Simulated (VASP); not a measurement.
# Cu (I4/mmm) in VASP: further runs

Cu is run at these levels: r2SCAN; tasks: single point, relaxation of cell and atoms.

Everything below comes from runs of VASP 6.6.1. Logs are shortened: lines on timing, memory, paths and dates and some standing lists are left out, and cuts for length are marked.

### 1 The cell of the first run

The structure is tetragonal, space group I4/mmm (No. 139). The conventional cell has a = 2.898 Å, b = 2.898 Å, c = 2.739 Å, α = 90.00°, β = 90.00°, γ = 90.00°. Within 3.3 Å of Cu (site symmetry 4/mmm) lie 14 Cu at 2.46 to 2.90 Å.

### 2 Single point, r2SCAN

Input file POSCAR:

```
Cu
1.0
   -1.4490149024      1.4490149024      1.3695720373
    1.4490149024     -1.4490149024      1.3695720373
    1.4490149024      1.4490149024     -1.3695720373
Cu
1
Direct
    0.0000000000      0.0000000000      0.0000000000
```

Input file INCAR.step1:

```
PREC = Accurate ; ENCUT = 520
ISMEAR = 0 ; SIGMA = 0.1
LREAL = False ; LASPH = True
NELM = 100 ; NBANDS = 12
GGA = PE ; ALGO = Normal
EDIFF = 1E-4 ; LWAVE = True
LCHARG = False
```

Input file INCAR.step2:

```
PREC = Accurate ; ENCUT = 520
EDIFF = 1E-7 ; ISMEAR = 0
SIGMA = 0.1 ; LREAL = False
LASPH = True ; NELM = 100
ALGO = Normal ; ISIF = 2
LWAVE = False ; LCHARG = False
METAGGA = R2SCAN ; LMIXTAU = True
NBANDS = 12 ; ISTART = 1
```

Input file KPOINTS:

```
Automatic mesh
0
Gamma
  20 20 20
```

Potentials or basis: VASP PAW PBE potentials, release 64 (Cu).

Run with:

```console
cat potpaw_PBE.64/Cu/POTCAR > POTCAR
cp INCAR.step1 INCAR
mpirun -np 1 vasp_std > vasp.out
cp INCAR.step2 INCAR
mpirun -np 1 vasp_std > vasp.out
```

OUTCAR:

```text
PREC = Accurate
   ENCUT = 520
   EDIFF = 1E-7
   ISMEAR = 0
   LREAL = False
   LASPH = True
   NELM = 100
   ISIF = 2
   METAGGA = R2SCAN
   ISTART = 1

 ion  position               nearest neighbor table
   1  0.000  0.000  0.000-

  LATTYP: Found a body centered tetragonal cell.
 ALAT       =     2.8980298048
 C/A-ratio  =     0.9451745700

  Lattice vectors:

 A1 = (  -1.4490149024,   1.4490149024,   1.3695720373)
 A2 = (   1.4490149024,  -1.4490149024,   1.3695720373)
 A3 = (   1.4490149024,   1.4490149024,  -1.3695720373)

Analysis of symmetry for initial positions (statically):
=====================================================================
 Subroutine PRICEL returns:
 Original cell was already a primitive cell.

 Routine SETGRP: Setting up the symmetry group for a
 body centered tetragonal supercell.

 Subroutine GETGRP returns: Found 16 space group operations
 (whereof 16 operations were pure point group operations)
 out of a pool of 16 trial point group operations.

The static configuration has the point symmetry D_4h.

Analysis of symmetry for dynamics (positions and initial velocities):
=====================================================================
 Subroutine PRICEL returns:
 Original cell was already a primitive cell.

 Routine SETGRP: Setting up the symmetry group for a
 body centered tetragonal supercell.

 Subroutine GETGRP returns: Found 16 space group operations
 (whereof 16 operations were pure point group operations)
 out of a pool of 16 trial point group operations.

The dynamic configuration has the point symmetry D_4h.

 Subroutine INISYM returns: Found 16 space group operations
 (whereof 16 operations are pure point group operations),
 and found     1 'primitive' translations

----------------------------------------------------------------------------------------

                                     Primitive cell

  volume of cell :      11.5025

  direct lattice vectors                    reciprocal lattice vectors
    -1.449014902  1.449014902  1.369572037     0.000000000  0.345062014  0.365077547
     1.449014902 -1.449014902  1.369572037     0.345062014  0.000000000  0.365077547
     1.449014902  1.449014902 -1.369572037     0.345062014  0.345062014  0.000000000

  length of vectors
     2.464754742  2.464754742  2.464754742     0.502343915  0.502343915  0.487991380

  position of ions in fractional coordinates (direct lattice)
     0.000000000  0.000000000  0.000000000

  ion indices of the primitive-cell ions
   primitive index   ion index
                 1           1

----------------------------------------------------------------------------------------

 KPOINTS: Automatic mesh

Automatic generation of k-mesh.
 Grid dimensions read from file:
 generate k-points for:   20   20   20

 Generating k-lattice:

  Cartesian coordinates                     Fractional coordinates (reciprocal lattice)
     0.000000000  0.017253101  0.018253877     0.050000000 -0.000000000  0.000000000
     0.017253101  0.000000000  0.018253877    -0.000000000  0.050000000  0.000000000
     0.017253101  0.017253101  0.000000000     0.000000000  0.000000000  0.050000000

  Length of vectors
     0.025117196  0.025117196  0.024399569

  Shift w.r.t. Gamma in fractional coordinates (k-lattice)
     0.000000000  0.000000000  0.000000000

 Subroutine IBZKPT returns following result:
 ===========================================

 Found    641 irreducible k-points:

 Following reciprocal coordinates:
            Coordinates               Weight
  0.000000  0.000000  0.000000      1.000000
  0.050000  0.000000  0.000000      8.000000
  0.100000 -0.000000  0.000000      8.000000
  0.150000  0.000000 -0.000000      8.000000
  0.200000 -0.000000  0.000000      8.000000
  0.250000  0.000000  0.000000      8.000000
[... 16 lines left out ...]
 -0.400000  0.050000  0.000000     16.000000
 -0.350000  0.050000  0.000000     16.000000
 [... further k-points ...]
   k-points           NKPTS =    641   k-points in BZ     NKDIM =    641   number of bands    NBANDS=     12
   number of dos      NEDOS =    301   number of ions     NIONS =      1
   total plane-waves  NPLWV =   5832
   dimension x,y,z NGX =    18 NGY =   18 NGZ =   18
   dimension x,y,z NGXF=    36 NGYF=   36 NGZF=   36
   ions per type =               1
   NGX,Y,Z   is equivalent  to a cutoff of  12.14, 12.14, 12.14 a.u.
   NGXF,Y,Z  is equivalent  to a cutoff of  24.28, 24.28, 24.28 a.u.
 SYSTEM =  unknown system
   PREC   = accura    normal or accurate (medium, high low for compatibility)
   ISTART =      1    job   : 0-new  1-cont  2-samecut
   ICHARG =      0    charge: 1-file 2-atom 10-const
   ISPIN  =      1    spin polarized calculation?
   LNONCOLLINEAR =      F non collinear calculations
   LSORBIT =      F    spin-orbit coupling
   LASPH  =      T    aspherical Exc in radial PAW
   ENCUT  =  520.0 eV  38.22 Ry    6.18 a.u.   4.58  4.58  4.58*2*pi/ulx,y,z
   NELM   =    100;   NELMIN=  2; NELMDL=  0     # of ELM steps
   EDIFF  = 0.1E-06   stopping-criterion for ELM
   LREAL  =      F    real-space projection
   EDIFFG = 0.1E-05   stopping-criterion for IOM
   NSW    =      0    number of steps for IOM
   IBRION =     -1    ionic relax: 0-MD 1-quasi-New 2-CG
   NFREE  =      0    steps in history (QN), initial steepest desc. (CG)
   ISIF   =      2    stress and relaxation
   ISYM   =      2    0-nonsym 1-usesym 2-fastsym
   POTIM  = 0.5000    time-step for ionic-motion
   TEBEG  =    0.0;   TEEND  =   0.0 temperature during run
   PSTRESS=    0.0 pullay stress
   NELECT =      11.0000    total number of electrons
   NUPDOWN=      -1.0000    fix difference up-down
   EMIN   =  10.00;   EMAX   =-10.00  energy-range for DOS
   EFERMI =   0.00;   METHOD = LEGACY
   ISMEAR =     0;   SIGMA  =   0.10  broadening in eV -4-tet -1-fermi 0-gaus
   EFERMI_NEDOS =   21; number of points for ismear=-14 and -15
   IALGO  =     38    algorithm
   IMIX   =      4    mixing-type and parameters
     AMIX     =   0.40;   BMIX     =  1.00
     AMIX_MAG =   1.60;   BMIX_MAG =  1.00
  volume/ion in A,a.u.               =      11.50        77.62
  Fermi-wavevector in a.u.,A,eV,Ry     =   1.612905  3.047949 35.395060  2.601463
  Thomas-Fermi vector in A             =   2.708060
   LORBIT       =      0    0 simple, 1 ext, 2 COOP (PROOUT), +10 PAW based schemes
   METAGGA = R2SCAN    functional components
   LHFCALC =     F    Hartree Fock is set to
   AEXX    =    0.0000 exact exchange contribution
   IVDW    =     0    specifies the selected vdW correction
   LEPSILON=     F    determine dielectric tensor
   LRPA    =     F    only Hartree local field effects (RPA)
 non-spin polarized calculation
 Gauss-broadening in eV      SIGMA  =   0.10
  energy-cutoff  :      520.00
  volume of cell :       11.50
 maximum number of plane-waves:       326
   NGX =  9   NGY =  9   NGZ =  9

 number of electron      11.0000002 magnetization

 Free energy of the ion-electron system (eV)
  ---------------------------------------------------
  ext. energy  EPLUGINS =         0.00000000
  ---------------------------------------------------
  free energy    TOTEN  =       -10.78978887 eV

  energy without entropy =      -10.78749844  energy(sigma->0) =      -10.78864365

 E-fermi :   7.7209     XC(G=0): -13.9273

 val. band max:        7.7195089537   @ k =  -0.2500   0.4000   0.2000
 cond. band min:       7.7243222079   @ k =   0.2000   0.1500   0.1500
 fundamental gap:      0.0048132541
 Fermi energy:         7.7208660540

 k-point     1 :       0.0000    0.0000    0.0000
  band No.  band energies     occupation
      1      -2.1489      2.00000
      2       4.2783      2.00000
      3       4.5099      2.00000
      4       4.5101      2.00000
      5       5.3350      2.00000
      6       5.5776      2.00000
      7      33.4139      0.00000
      8      33.4140      0.00000
      9      35.0188      0.00000
     10      37.7087      0.00000
     11      37.9466      0.00000
     12      37.9467      0.00000

 k-point     2 :       0.0500    0.0000    0.0000
  band No.  band energies     occupation
      1      -2.0446      2.00000
      2       4.2870      2.00000
      3       4.5069      2.00000
      4       4.5198      2.00000
      5       5.3361      2.00000
      6       5.5620      2.00000
      7      32.8222      0.00000
      8      33.1224      0.00000
      9      34.1448      0.00000
     10      36.4369      0.00000
     11      36.8102      0.00000
     12      37.2624      0.00000

 k-point     3 :       0.1000   -0.0000    0.0000
  band No.  band energies     occupation
      1      -1.7344      2.00000
      2       4.2744      2.00000
      3       4.4936      2.00000
      4       4.5878      2.00000
      5       5.3394      2.00000
      6       5.5246      2.00000
      7      30.8546      0.00000
      8      32.4513      0.00000
      9      32.6010      0.00000
     10      34.7371      0.00000
     11      35.8070      0.00000
     12      37.0393      0.00000
[... 286 lines left out ...]
 k-point    23 :      -0.4000    0.0500    0.0000
  band No.  band energies     occupation
      1       2.0888      2.00000
      2       3.6981      2.00000
      3       4.9979      2.00000
      4       5.4459      2.00000
      5       5.6516      2.00000
      6       6.1491      2.00000
      7      16.3724      0.00000
      8      25.3581      0.00000
      9      26.8272      0.00000
     10      30.7887      0.00000
     11      33.9738      0.00000
     12      43.1285      0.00000

 k-point    24 :      -0.3500    0.0500    0.0000
  band No.  band energies     occupation
      1       1.5322      2.00000
      2       3.7978      2.00000
      3       4.5320      2.00000
      4       5.4195      2.00000
      5       5.5505      2.00000
      6       5.8015      2.00000
      7      18.7375      0.00000
      8      25.9700      0.00000
      9      27.6754      0.00000
     10      31.1286      0.00000
     11      34.2594      0.00000
     12      41.5173      0.00000

 [... further k-points ...]
[... 5 lines left out ...]
  --------------------------------------------------------------------------------------
  -------------------------------------------------------------------------------------
  Total        0.0264209      0.0264209      0.0194441      0.0000000     -0.0000000      0.0000000
  in kB        3.6801662      3.6801662      2.7083671      0.0000000     -0.0000000      0.0000000
  external PRESSURE =       3.3562332 kB  Pullay stress =       0.0000000 kB

 VOLUME and BASIS-vectors are now :
 -----------------------------------------------------------------------------
  energy-cutoff  :      520.00
  volume of cell :       11.50
      direct lattice vectors                 reciprocal lattice vectors
    -1.449014902  1.449014902  1.369572037     0.000000000  0.345062014  0.365077547
     1.449014902 -1.449014902  1.369572037     0.345062014  0.000000000  0.365077547
     1.449014902  1.449014902 -1.369572037     0.345062014  0.345062014  0.000000000

 POSITION                                       TOTAL-FORCE (eV/Angst)
 -----------------------------------------------------------------------------------
      0.00000      0.00000      0.00000         0.000000     -0.000000     -0.000000
 -----------------------------------------------------------------------------------
    total drift:                                0.000000      0.000000      0.000000

  FREE ENERGIE OF THE ION-ELECTRON SYSTEM (eV)
  ---------------------------------------------------
  free  energy   TOTEN  =       -10.7897888705 eV

  energy  without entropy=      -10.7874984378  energy(sigma->0) =      -10.78864365
```

Run time: 2 min. Hardware: 1 thread of Intel Xeon 6975P-C (Granite Rapids), shared host; peak memory 0.19 GiB.

What came out:

```yaml
Free_energy: -10.7898 eV
Pressure: 0.3 GPa
```

Stress tensor (GPa, compression positive):
```
0.37 0.00 0.00
0.00 0.37 0.00
0.00 0.00 0.27
```

Caveat: the PAW data sets were made with another functional, which shifts forces and pressure a little.

### 3 Relaxation of cell and atoms, r2SCAN

This run uses another cell than the first one, of 11.46 Å³/atom, 0.996 times its volume.

Input file POSCAR:

```
Cu
1.0
   -1.4427933200      1.4427933200      1.3760814500
    1.4427933200     -1.4427933200      1.3760814500
    1.4427933200      1.4427933200     -1.3760814500
Cu
1
Direct
    0.0000000000      0.0000000000      0.0000000000
```

Input file INCAR.step1:

```
SYSTEM = Cu
ALGO     = Normal         ! electronic algorithm
EDIFF    = 1E-4           ! SCF threshold, eV
ENCUT    = 600            ! plane-wave cutoff, eV
GGA      = PE             ! functional
ISMEAR   = 0              ! smearing method
LASPH    = .True.         ! aspherical terms in the spheres
LCHARG   = .False.        ! write CHGCAR
LREAL    = .False.        ! projectors in reciprocal space
LWAVE    = .True.         ! write WAVECAR
NELM     = 100            ! most SCF steps
PREC     = Accurate       ! precision mode
SIGMA    = 0.1            ! smearing width, eV
```

Input file INCAR.step2:

```
SYSTEM = Cu
ALGO     = Normal         ! electronic algorithm
EDIFF    = 1E-6           ! SCF threshold, eV
EDIFFG   = -0.002         ! ionic threshold
ENCUT    = 600            ! plane-wave cutoff, eV
IBRION   = 2              ! ionic algorithm
ISIF     = 3              ! what is computed and relaxed
ISMEAR   = 0              ! smearing method
ISTART   = 1            
LASPH    = .True.         ! aspherical terms in the spheres
LCHARG   = .False.        ! write CHGCAR
LMIXTAU  = .True.       
LREAL    = .False.        ! projectors in reciprocal space
LWAVE    = .False.        ! write WAVECAR
METAGGA  = R2SCAN         ! meta-GGA
NELM     = 100            ! most SCF steps
NSW      = 100            ! ionic steps
PREC     = Accurate       ! precision mode
SIGMA    = 0.1            ! smearing width, eV
```

Input file KPOINTS:

```
k-points
0
Gamma
  20 20 20
  0 0 0
```

Potentials or basis: VASP PAW PBE potentials, release 64 (Cu).

Run with:

```console
cat potpaw_PBE.64/Cu/POTCAR > POTCAR
cp INCAR.step1 INCAR
mpirun -np 1 vasp_std > vasp.out
cp INCAR.step2 INCAR
mpirun -np 1 vasp_std > vasp.out
```

Wall time 24 min (1 thread of Intel Xeon 6975P-C (Granite Rapids), shared host); peak memory 0.24 GiB.

Results (log left out):

```yaml
Free_energy: -10.7903 eV
Relaxed_volume: 11.53 Å³/atom
Relaxed_cell: a = 2.467 Å, b = 2.467 Å, c = 2.467 Å, α = 107.98°, β = 107.98°, γ = 112.49°
Space_group_after_relaxing_to_0.05_Å: I4/mmm (No. 139)
Energy_gained_by_relaxing: 0.3 meV/atom
Ionic_steps: 37
Pressure_after_relaxing: 0.0 GPa
```

Step by step:
```tsv
step	energy change (eV)	largest force (eV/Å)	pressure (GPa)	volume (Å³)
1	0.0000	0.0000	0.99	11.46
2	-0.0002	0.0000	-0.91	11.58
3	-0.0003	0.0000	-0.08	11.54
4	-0.0003	0.0000	0.48	11.53
5	-0.0003	0.0000	0.00	11.54
6	-0.0003	0.0000	-0.07	11.54
7	-0.0003	0.0000	-0.03	11.54
8	-0.0003	0.0000	0.02	11.54
9	-0.0003	0.0000	-0.04	11.53
10	-0.0003	0.0000	-0.04	11.53
11	-0.0003	0.0000	0.33	11.52
12	-0.0003	0.0000	0.08	11.53
13	-0.0003	0.0000	-0.14	11.53
14	-0.0003	0.0000	-0.04	11.53
15	-0.0003	0.0000	0.06	11.53
16	-0.0003	0.0000	-0.08	11.53
17	-0.0003	0.0000	0.02	11.53
18	-0.0003	0.0000	-0.06	11.54
19	-0.0003	0.0000	0.25	11.54
20	-0.0003	0.0000	-0.33	11.54
21	-0.0003	0.0000	0.08	11.54
22	-0.0003	0.0000	-0.14	11.54
23	-0.0003	0.0000	0.37	11.54
24	-0.0003	0.0000	-0.35	11.54
25	-0.0003	0.0000	0.07	11.54
26	-0.0003	0.0000	-0.13	11.54
27	-0.0003	0.0000	-0.09	11.54
28	-0.0003	0.0000	0.22	11.53
29	-0.0003	0.0000	-0.21	11.54
30	-0.0003	0.0000	-0.06	11.53
31	-0.0003	0.0000	0.14	11.53
32	-0.0003	0.0000	-0.18	11.53
33	-0.0003	0.0000	0.05	11.53
34	-0.0003	0.0000	-0.66	11.53
35	-0.0003	0.0000	-0.05	11.53
36	-0.0003	0.0000	-0.07	11.53
37	-0.0003	0.0000	0.00	11.53
```

Final structure:
```xyz
1
Lattice="-1.4504 1.4504 1.3708 1.4504 -1.4504 1.3708 1.4504 1.4504 -1.3708" Properties=species:S:1:pos:R:3 pbc="T T T"
Cu    0.0000    0.0000    0.0000
```

Levels at points of the mesh, in eV from the Fermi level:
```csv
k point,band 4,band 5,band 6,band 7,band 8,band 9
"(0.00, 0.00, 0.00)",-3.20,-2.38,-2.14,25.66,25.66,27.27
"(0.50, 0.00, 0.00)",-2.02,-1.45,-0.50,4.96,18.00,18.24
"(0.50, 0.50, 0.00)",-2.20,-1.49,-0.96,4.31,19.52,20.00
"(0.50, 0.50, 0.50)",-1.66,-1.59,8.04,8.04,10.34,13.58
```

Caveat: the PAW data sets were made with another functional, which shifts forces and pressure a little.

### 4 Single point, r2SCAN

This run uses another cell than the first one, of 11.46 Å³/atom, 0.996 times its volume.

POSCAR is that of step 3.

Input file INCAR.step1:

```
PREC     = Accurate       # precision mode
ENCUT    = 520            # plane-wave cutoff, eV
ISMEAR   = 0              # smearing method
SIGMA    = 0.1            # smearing width, eV
LREAL    = False          # projectors in reciprocal space
LASPH    = True           # aspherical terms in the spheres
NELM     = 100            # most SCF steps
NBANDS   = 12             # bands
GGA      = PE             # functional
ALGO     = Normal         # electronic algorithm
EDIFF    = 1E-4           # SCF threshold, eV
LWAVE    = True           # write WAVECAR
LCHARG   = False          # write CHGCAR
```

Input file INCAR.step2:

```
PREC     = Accurate       # precision mode
ENCUT    = 520            # plane-wave cutoff, eV
EDIFF    = 1E-6           # SCF threshold, eV
ISMEAR   = 0              # smearing method
SIGMA    = 0.1            # smearing width, eV
LREAL    = False          # projectors in reciprocal space
LASPH    = True           # aspherical terms in the spheres
NELM     = 100            # most SCF steps
ALGO     = Normal         # electronic algorithm
ISIF     = 2              # what is computed and relaxed
LWAVE    = False          # write WAVECAR
LCHARG   = True           # write CHGCAR
METAGGA  = R2SCAN         # meta-GGA
LMIXTAU  = True         
LELF     = True           # ELF
LVHAR    = True         
NBANDS   = 12             # bands
ISTART   = 1
```

Input file KPOINTS:

```
Automatic mesh
0
Gamma
  8 8 8
```

Run with:

```console
cat potpaw_PBE.64/Cu/POTCAR > POTCAR
cp INCAR.step1 INCAR
mpirun -np 1 vasp_std > vasp.out
cp INCAR.step2 INCAR
mpirun -np 1 vasp_std > vasp.out
```

Run time: 16 s. Hardware: 1 thread of Intel Xeon 6975P-C (Granite Rapids), shared host; peak memory 0.12 GiB.

Results (log left out):

```
Free energy : -10.7541 eV
Pressure    : 1.2 GPa
```

Stress tensor (GPa, compression positive):
```
1.02 0.00 0.00
0.00 1.02 0.00
0.00 0.00 1.46
```

Levels at points of the mesh, in eV from the Fermi level:
```csv
k point,band 2,band 3,band 4,band 5,band 6,band 7,band 8,band 9,band 10,band 11
"(0.00, 0.00, 0.00)",-3.52,-3.33,-3.33,-2.45,-2.25,25.77,25.77,27.09,30.06,30.25
"(0.50, 0.00, 0.00)",-4.24,-2.37,-2.14,-1.55,-0.63,4.87,18.04,18.33,22.06,25.34
"(0.50, 0.50, 0.00)",-3.99,-2.52,-2.29,-1.58,-1.03,4.33,19.31,19.81,23.29,26.47
"(0.50, 0.50, 0.50)",-5.05,-1.75,-1.75,-1.70,8.11,8.11,10.04,13.62,14.35,17.59
```

Caveat: the k points lie up to 0.39 Å⁻¹ apart; the PAW data sets were made with another functional, which shifts forces and pressure a little.

### 5 Overview

| task | cell | k mesh | cutoff (eV) | gap on the mesh (eV) | pressure (GPa) |
| --- | --- | --- | --- | --- | --- |
| single point | a = 2.465 Å, angles 108.0, 108.0, 112.5°, 1 atom | 20 × 20 × 20 | 520 | none | 0.3 |
| relaxation of cell and atoms | relaxed from a = 2.461 Å, angles 108.2, 108.2, 112.0°, 1 atom | 20 × 20 × 20 | 600 | none | 0.0 |
| single point | a = 2.461 Å, angles 108.2, 108.2, 112.0°, 1 atom | 8 × 8 × 8 | 520 | none | 1.2 |

Alike in all rows: level r2SCAN; potentials or basis VASP PAW PBE potentials, release 64 (Cu); no spin polarisation; smearing gaussian 0.1 eV.

Caveats: some runs use coarse meshes; the PAW data sets were made with another functional, which shifts forces and pressure a little.

Total energies depend on the potentials used, so only differences within one code and one set of settings carry meaning.
